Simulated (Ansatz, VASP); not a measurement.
**Two plane-wave programs on SiC**

Contents of INCAR:

```
  ALGO = Normal
  EDIFF = 1E-6
  ENCUT = 520
  GGA = PS
  ISIF = 2
  ISMEAR = 0
  LASPH = True
  LCHARG = False
  LREAL = False
  LWAVE = False
  NBANDS = 11
  NELM = 80
  PREC = Accurate
  SIGMA = 0.05
```

The input KPOINTS:

```
k-points
0
Gamma
  10 10 10
```

File POSCAR:

```
SiC
1.0
    0.0000000000      2.1783895848      2.1783895848
    2.1783895848      0.0000000000      2.1783895848
    2.1783895848      2.1783895848      0.0000000000
Si C
1 1
Direct
   -0.0011779326      0.0011779326      0.0011779326
    0.7527543283      0.7472456717      0.7472456717
```

Input for Ansatz:

```yaml
crystal:
  lattice:
    - [0.0, 2.1783895848, 2.1783895848]
    - [2.1783895848, 0.0, 2.1783895848]
    - [2.1783895848, 2.1783895848, 0.0]
  atoms:
    - { symbol: Si, position: [-0.0011779326, 0.0011779326, 0.0011779326] }
    - { symbol: C, position: [0.7527543283, 0.7472456717, 0.7472456717] }
basis:
  ecutwfc: 520.0
kpoints:
  mp_grid: { grid: [10, 10, 10] }
hamiltonian:
  xc: pbesol
scf:
  occupations: { method: gaussian, width: 0.05 }
output:
  forces: true
  stress: true
  eigenvalues: true
  write_density: true
  write_potential: true
  elf: true
  volumetric_format: npy
```

Change from the starting cell: mode 4 frozen in at -0.012 Å and mode 5 at +0.000 Å (largest displacements).

Alike in both runs: task single point; functional PBEsol; k mesh 10 × 10 × 10; occupations gaussian, width 0.05 eV; no spin polarisation.

```csv
,VASP,Ansatz
version,VASP 6.6.1,Ansatz 0.2.0
potentials or method,"VASP PAW PBE potentials, release 64 (Si, C), cutoff 520 eV","scalar-relativistic, plane waves, PAW"
valence electrons in the cell,8,8
```

|  | VASP | Ansatz | Ansatz less VASP |
| --- | --- | --- | --- |
| gap on the k mesh at the Fermi level (eV) | 1.15 | 1.16 | +0.010 |
| least direct gap on the mesh (eV) | 4.40 | 4.41 | +0.009 |
| pressure (GPa) | 0.4 | 0.0 | -0.36 |
| traceless stress, the component that is largest in VASP (GPa) | -1.14 | -1.13 | +0.015 |
| rms of the force components (eV/Å) | 0.190 | 0.189 | -0.0006 |

VASP's potentials were made for PBE, not for PBEsol. Atom by atom the forces differ by 0.001 eV/Å (rms over components).
